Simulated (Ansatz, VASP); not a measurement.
**One calculation of CdS, two programs**

```xyz
4
Lattice="3.7757 0.0000 0.0000 0.0000 5.3409 0.0000 0.0000 0.0000 3.7757" Properties=species:S:1:pos:R:3 pbc="T T T"
Cd    1.8879    2.6705    0.9439
Cd    0.0000    0.0000    2.8318
S     1.8879    0.0000    0.9439
S     0.0000    2.6705    2.8319
```

Alike in both runs: functional LDA; k mesh 12 × 8 × 12; occupations gaussian, width 0.1 eV; no spin polarisation.

Ansatz relaxed the structure, and its values are those at the end. VASP's run is a single point on that final structure, the one shown.

|  | VASP | Ansatz |
| --- | --- | --- |
| version | VASP 6.6.1 | Ansatz 0.2.0 |
| potentials or method | VASP PAW LDA potentials, release 64 (Cd, S), cutoff 500 eV | scalar-relativistic, plane waves, PAW |
| valence electrons in the cell | 36 | 52 |

Ansatz gave:

| Quantity | Value |
| --- | --- |
| gap on the k mesh at the Fermi level (eV) | none |
| pressure (GPa) | 0.0 |

Task: Estimate VASP's values.

Result: gap on the k mesh at the Fermi level (eV): none; pressure (GPa): 0.7.

Ansatz warns that its potentials were made for another functional, while VASP's fit it. LDA's correlation is that of Perdew and Zunger in VASP and of Perdew and Wang (1992) in Ansatz. A gap of «none» marks a metal or a gap that the smearing closes. VASP's potentials hold 36 valence electrons a cell and Ansatz's 52, so a difference there can come from the potentials and not from the codes.
